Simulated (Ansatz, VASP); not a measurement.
**Ti in VASP and in Ansatz**

INCAR

```
PREC = Accurate
ENCUT = 520
EDIFF = 1E-7
ISMEAR = -1
SIGMA = 0.08
LREAL = F
LASPH = T
NELM = 60
ALGO = Normal
ISIF = 2
LWAVE = F
LCHARG = F
GGA = PS
NBANDS = 19
```

KPOINTS

```
regular mesh
0
Gamma
  17 17 9
```

File POSCAR:

```
Ti
1.0
    2.0807466602      0.0000000000      0.0000000000
   -1.0403733301      1.8019794666      0.0000000000
    0.0000000000      0.0000000000      4.0168411902
Ti
2
Direct
    0.3333333333      0.6666666667      0.2500000000
    0.6666666667      0.3333333333      0.7500000000
```

Input for Ansatz:

```yaml
crystal:
  lattice:
    - [2.0807466602, 0.0, 0.0]
    - [-1.0403733301, 1.8019794666, 0.0]
    - [0.0, 0.0, 4.0168411902]
  atoms:
    - { symbol: Ti, position: [0.3333333333, 0.6666666667, 0.25] }
    - { symbol: Ti, position: [0.6666666667, 0.3333333333, 0.75] }
kpoints:
  mp_grid: { grid: [17, 17, 9] }
scf:
  occupations: { method: fermi_dirac, width: 0.08 }
hamiltonian:
  xc: pbesol
  pseudopotentials: { kind: paw }
output:
  forces: true
  stress: true
  eigenvalues: true
  populations: true
  write_density: true
  write_potential: true
  elf: true
  volumetric_format: npy
```

Change from the starting cell: volume scaled by 0.45, PAW files.

Alike in both runs: task single point; functional PBEsol; k mesh 17 × 17 × 9; occupations fermi-dirac, width 0.08 eV; no spin polarisation.

|  | VASP | Ansatz |
| --- | --- | --- |
| version | VASP 6.6.1 | Ansatz 0.2.0 |
| potentials or method | VASP PAW PBE potentials, release 64 (Ti_sv) | PAW with Ansatz's default frozen-core files, scalar-relativistic |
| plane-wave cutoff (eV) | 520 | 420 |
| valence electrons in the cell | 24 | 24 |

|  | VASP | Ansatz | Ansatz less VASP |
| --- | --- | --- | --- |
| pressure (GPa) | 314.3 | 304.6 | -9.76 |
| traceless stress, the component that is largest in VASP (GPa) | -7.89 | 0.06 | +7.945 |

VASP's potentials were made for PBE, not for PBEsol. Both programs put the cell under a high pressure, so it lies far from rest at this level.

Noted on VASP's run: the cell as given lies far from equilibrium.
